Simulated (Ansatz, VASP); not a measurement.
## Two plane-wave programs on Co3C2

INCAR

```
ALGO     = Normal         # electronic algorithm
EDIFF    = 1E-6           # SCF threshold, eV
EDIFFG   = -0.04          # ionic threshold
ENCUT    = 600            # plane-wave cutoff, eV
GGA      = PE             # functional
IBRION   = 2              # ionic algorithm
ISIF     = 3              # what is computed and relaxed
ISMEAR   = 0              # smearing method
LASPH    = T              # aspherical terms in the spheres
LCHARG   = F              # write CHGCAR
LREAL    = F              # projectors in reciprocal space
LWAVE    = F              # write WAVECAR
NELM     = 100            # most SCF steps
NSW      = 90             # ionic steps
PREC     = Accurate       # precision mode
SIGMA    = 0.1            # smearing width, eV
```

The input KPOINTS:

```
k-points
0
Gamma
  6 6 4
```

File POSCAR:

```
Co3C2
1.0
    3.2018115537      0.0000000000      0.0000000000
   -1.6009057768      2.7728501436      0.0000000000
    0.0000000000      0.0000000000      4.9814986863
Co C
3 2
Direct
    0.0000000000      0.0000000000      0.0000000000
    0.3333333333      0.6666666667      0.6450000000
    0.6666666667      0.3333333333      0.3550000000
    0.3333333333      0.6666666667      0.2450000000
    0.6666666667      0.3333333333      0.7550000000
```

Input for Ansatz:

```yaml
crystal:
  lattice:
    - [3.2018115537, 0.0, 0.0]
    - [-1.6009057768, 2.7728501436, 0.0]
    - [0.0, 0.0, 4.9814986863]
  atoms:
    - { symbol: Co, position: [0.0, 0.0, 0.0] }
    - { symbol: Co, position: [0.3333333333, 0.6666666667, 0.645] }
    - { symbol: Co, position: [0.6666666667, 0.3333333333, 0.355] }
    - { symbol: C, position: [0.3333333333, 0.6666666667, 0.245] }
    - { symbol: C, position: [0.6666666667, 0.3333333333, 0.755] }
basis:
  ecutwfc: 420
kpoints:
  mp_grid: { grid: [6, 6, 4] }
hamiltonian:
  xc: pbe
scf:
  occupations: { method: gaussian, width: 0.1 }
  lower_state_search: "off"
output:
  forces: true
  stress: true
  eigenvalues: true
relax:
  adjacent_minimum: "off"
  f_tol: 0.04
  max_steps: 70
  cell: { stress_tol: 0.4 }
```

Alike in both runs: task relaxation of cell and atoms; functional PBE; k mesh 6 × 6 × 4; occupations gaussian, width 0.1 eV; no spin polarisation.

```csv
,VASP,Ansatz
version,VASP 6.6.1,Ansatz 0.2.0
potentials or method,"VASP PAW PBE potentials, release 64 (Co, C), cutoff 600 eV","scalar-relativistic, plane waves, PAW"
valence electrons in the cell,35,59
```

```csv
,VASP,Ansatz,Ansatz less VASP
"gap on the k mesh at the Fermi level, each at its own relaxed structure (eV)",none,none,-
relaxed volume (Å³/atom),8.56,8.59,+0.026
relaxed cell length with the largest relative difference (Å),5.020,5.040,+0.0201
```

A gap of «none» marks a metal or a gap that the smearing closes. VASP's potentials hold 35 valence electrons a cell and Ansatz's 59, so a difference there can come from the potentials and not from the codes.

The k mesh is coarse, so the values compare programs but aren't converged.
